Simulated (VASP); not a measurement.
Set up this calculation in VASP 6.6.1, as the native input.

```yaml
Task: single point
Functional: PBE
Dispersion: D3(BJ)
Potentials_or_basis: VASP PAW PBE potentials, release 64 (Se)
Cutoff: 520 eV
k_mesh: 9 × 9 × 8
Occupations: gaussian, width 0.05 eV
Spin: no spin polarisation
Dipole_correction: no
Further_INCAR_settings: ALGO = Normal; EDIFF = 1e-06; NBANDS = 16
```

The structure of Se lies in POSCAR:

```
Se
1.0
    3.8829940266      0.0000000000      0.0000000000
   -1.9414970133      3.3627714698      0.0000000000
    0.0000000000      0.0000000000      5.6283998416
Se
3
Direct
    0.2012552844      0.0000000000      0.3333333333
    0.0000000000      0.2012552844      0.6666666667
    0.7987447156      0.7987447156      0.0000000000
```

This cell differs from its parent crystal: atoms shifted along a free coordinate, c/a of the conventional cell at fixed volume 1.4495.

One way to write it, as run:

INCAR

```
PREC = Accurate
ENCUT = 520
EDIFF = 1E-6
ISMEAR = 0
SIGMA = 0.05
LREAL = False
LASPH = True
NELM = 100
ALGO = Normal
ISIF = 2
LWAVE = False
LCHARG = True
GGA = PE
IVDW = 12
LELF = True
LVHAR = True
NBANDS = 16
```

KPOINTS

```
regular mesh
0
Gamma
  9 9 8
```

Potentials or basis: VASP PAW PBE potentials, release 64 (Se).

Command:

```bash
$ cat potpaw_PBE.64/Se/POTCAR > POTCAR
$ mpirun -np 1 vasp_std > vasp.out
```

It gave:

| Item | Value |
| --- | --- |
| Pressure | 6.0 GPa |
| Largest force | 2.036 eV/Å |
| Band gap on the k mesh | zero (bands 9 and 10 overlap by 0.10 eV) |
| Dispersion energy per atom | -0.357 eV |

Caveat: the cell stands under pressure; forces of over 1 eV/Å act on the atoms, so gaps and moduli don't describe the material at rest.

Run time: 110 s on 1 thread of Intel Xeon 8259CL, with other jobs on the host, peak memory 0.24 GiB.
